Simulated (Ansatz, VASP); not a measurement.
One calculation of Si5N3, two programs

```
Si N
1.0
     3.30000    0.00000    0.00000
    -1.65000    2.85788    0.00000
     0.00000    0.00000   25.60000
Si N
10 6
Cartesian
  1.6500 0.9526 11.0003
  0.0000 1.9053 4.8000
  0.0000 1.9053 7.2013
  1.6500 0.9526 8.5990
  0.0000 0.0000 1.2006
  0.0000 0.0000 24.3994
  0.0000 1.9053 14.5997
  1.6500 0.9526 20.8000
  1.6500 0.9526 18.3987
  0.0000 1.9053 17.0010
  0.0000 1.9053 11.3997
  0.0000 0.0000 4.4006
  0.0000 1.9053 1.6000
  1.6500 0.9526 24.0000
  1.6500 0.9526 14.2003
  0.0000 0.0000 21.1994
```

Alike in both runs: task relaxation of cell and atoms; functional PBE; k mesh 6 × 6 × 1; occupations gaussian, width 0.2 eV; no spin polarisation.

|  | VASP | Ansatz |
| --- | --- | --- |
| version | VASP 6.6.1 | Ansatz 0.2.0 |
| potentials or method | VASP PAW PBE potentials, release 64 (Si, N), cutoff 600 eV | scalar-relativistic, plane waves, PAW |
| valence electrons in the cell | 70 | 70 |

```csv
,VASP,Ansatz,Ansatz less VASP
"gap on the k mesh at the Fermi level, each at its own relaxed structure (eV)",none,none,-
relaxed volume (Å³/atom),13.13,13.02,-0.111
relaxed cell length with the largest relative difference (Å),28.643,28.337,-0.3063
```

A gap of «none» marks a metal or a gap that the smearing closes.

The k mesh is coarse, so the values compare programs but aren't converged.
